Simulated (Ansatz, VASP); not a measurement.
PtSe2 in VASP and in Ansatz

INCAR

```
PREC = Accurate
ENCUT = 520
EDIFF = 1E-6
ISMEAR = -1
SIGMA = 0.02
LREAL = F
LASPH = T
NELM = 100
ALGO = Normal
ISIF = 2
LWAVE = F
LCHARG = F
GGA = PE
NBANDS = 18
```

Contents of KPOINTS:

```
Automatic mesh
0
Gamma
  12 12 6
```

The input POSCAR:

```
PtSe2
1.0
    3.5783857541      0.0000000000      0.0000000000
   -1.7891928770      3.0989729676      0.0000000000
    0.0000000000      0.0000000000      5.2771566385
Pt Se
1 2
Direct
    0.0000000000      0.0000000000      0.0000000000
    0.3333333333      0.6666666667      0.2594478624
    0.6666666667      0.3333333333      0.7405521376
```

Input for Ansatz:

```yaml
crystal:
  lattice:
    - [3.5783857541, 0.0, 0.0]
    - [-1.789192877, 3.0989729676, 0.0]
    - [0.0, 0.0, 5.2771566385]
  atoms:
    - { symbol: Pt, position: [0.0, 0.0, 0.0] }
    - { symbol: Se, position: [0.3333333333, 0.6666666667, 0.2594478624] }
    - { symbol: Se, position: [0.6666666667, 0.3333333333, 0.7405521376] }
kpoints:
  mp_grid: { grid: [12, 12, 6] }
  band_path:
    path:
      - [0.0, 0.0, 0.0]
      - [0.5, 0.0, 0.0]
      - [0.3333333333, 0.3333333333, 0.0]
      - [0.0, 0.0, 0.5]
      - [0.5, 0.0, 0.5]
      - [0.3333333333, 0.3333333333, 0.5]
      - [0.3, 0.3, 0.0]
      - [0.0, 0.25, 0.3333333333]
    npoints: 1
hamiltonian:
  xc: pbe
scf:
  occupations: { method: fermi_dirac, width: 0.02 }
  n_extra_bands: 4
output:
  forces: true
  stress: true
  eigenvalues: true
```

Change from the starting cell: biaxial_xy strain -4.0%.

Alike in both runs: task single point; functional PBE; k mesh 12 × 12 × 6; occupations fermi-dirac, width 0.02 eV; no spin polarisation.

|  | VASP | Ansatz |
| --- | --- | --- |
| version | VASP 6.6.1 | Ansatz 0.2.0 |
| potentials or method | VASP PAW PBE potentials, release 64 (Pt, Se) | plane waves, PAW |
| plane-wave cutoff (eV) | 520 | 420 |
| valence electrons in the cell | 22 | 50 |

Ansatz gave:

```
pressure (GPa)                                                : 12.4
traceless stress, the component that is largest in VASP (GPa) : -6.01
rms of the force components (eV/Å)                            : 0.129
```

Problem. Which values does VASP return?

Solution. Pressure (GPa): 12.4; traceless stress, the component that is largest in VASP (GPa): -6.03; rms of the force components (eV/Å): 0.133.

Atom by atom the forces differ by 0.004 eV/Å (rms over components). The functional is the same, so the differences come from potentials, cutoffs and numerics. VASP's potentials hold 22 valence electrons a cell and Ansatz's 50, so a difference there can come from the potentials and not from the codes.

Neither program's run includes spin-orbit coupling.
